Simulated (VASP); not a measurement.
Write the native input for VASP 6.6.1 that does the following.

```yaml
Task: single point
Functional: PBE
Potentials_or_basis: VASP PAW PBE potentials, release 64 (Mg, Zn, O)
Cutoff: 520 eV
k_mesh: 4 × 4 × 1
Occupations: gaussian, width 0.1 eV
Spin: no spin polarisation
Dipole_correction: no
Further_INCAR_settings: ALGO = Normal; EDIFF = 1e-07; NBANDS = 41
```

The structure of Mg5ZnO6 lies in POSCAR:

```
Mg5ZnO6
1.0
    3.0186229121      0.0000000000      0.0000000000
    0.0000000000      3.0186229121      0.0000000000
    0.0000000000      0.0000000000     12.7992760565
Mg Zn O
5 1 6
Direct
    0.0000000000      0.0000000000      0.6655847162
    0.5000000000      0.5000000000      0.5000000000
    0.0000000000      1.0000000000      0.3344152838
    0.5000000000      0.5000000000      0.1668094998
    0.5000000000      0.5000000000      0.8331905002
    0.0000000000      1.0000000000      0.0000000000
    0.0000000000      0.0000000000      0.5000000000
    0.5000000000      0.5000000000      0.3340229278
    1.0000000000      0.0000000000      0.1690970157
    0.5000000000      0.5000000000      0.0000000000
    1.0000000000      0.0000000000      0.8309029843
    0.5000000000      0.5000000000      0.6659770722
```

These files were run (other wordings do the same):

INCAR

```
  ALGO = Normal
  EDIFF = 1E-7
  ENCUT = 520
  GGA = PE
  ISIF = 2
  ISMEAR = 0
  LASPH = True
  LCHARG = False
  LREAL = False
  LWAVE = False
  NBANDS = 41
  NELM = 80
  PREC = Accurate
  SIGMA = 0.1
```

KPOINTS

```
k-points
0
Gamma
  4 4 1
```

Potentials or basis: VASP PAW PBE potentials, release 64 (Mg, Zn, O).

The run is started by

```bash
$ cat potpaw_PBE.64/Mg/POTCAR potpaw_PBE.64/Zn/POTCAR potpaw_PBE.64/O/POTCAR > POTCAR
$ mpirun -np 1 vasp_std > vasp.out
```

It gave:

```json
{"Pressure": "-0.4 GPa", "Largest force": "0.032 eV/Å", "Band gap on the k mesh": "2.64 eV (least direct gap 3.45 eV)"}
```

Caveat: the k points lie up to 0.52 Å⁻¹ apart.

Run time: 37 s on 1 thread of AMD EPYC 7R13 Processor (Zen 3) (shared host), peak memory 0.19 GiB.
